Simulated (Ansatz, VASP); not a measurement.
## Bi2Se3 in VASP and in Ansatz

```xyz
5
Lattice="2.0937 1.2088 10.4340 -2.0937 1.2088 10.4340 0.0000 -2.4175 10.4340" Properties=species:S:1:pos:R:3 pbc="T T T"
Bi   -0.0123   -0.0123   12.3829
Bi    0.0123    0.0123   18.9192
Se    0.0000    0.0000    0.0000
Se   -0.0424   -0.0424    6.9187
Se    0.0424    0.0424   24.3834
```

Change from the starting cell: mode 9 (126.3 1/cm) frozen in, largest displacement +0.060 Å.

Alike in both runs: task single point; functional PBE; k mesh 6 × 6 × 6; occupations gaussian, width 0.05 eV; no spin polarisation.

```csv
,VASP,Ansatz
version,VASP 6.6.1,Ansatz 0.2.0
potentials or method,"VASP PAW PBE potentials, release 64 (Bi_d, Se), cutoff 520 eV","scalar-relativistic, plane waves, PAW"
valence electrons in the cell,48,78
```

Ansatz gave:

```
gap on the k mesh at the Fermi level (eV)                     : 0.67
least direct gap on the mesh (eV)                             : 0.71
pressure (GPa)                                                : 0.1
traceless stress, the component that is largest in VASP (GPa) : -0.84
rms of the force components (eV/Å)                            : 0.134
```

Problem. Estimate VASP's values.

Solution. gap on the k mesh at the Fermi level (eV): 0.67; least direct gap on the mesh (eV): 0.71; pressure (GPa): 0.1; traceless stress, the component that is largest in VASP (GPa): -0.85; rms of the force components (eV/Å): 0.136.

Atom by atom the forces differ by 0.005 eV/Å (rms over components). VASP's potentials hold 48 valence electrons a cell and Ansatz's 78, so a difference there can come from the potentials and not from the codes.

Neither program's run includes spin-orbit coupling.
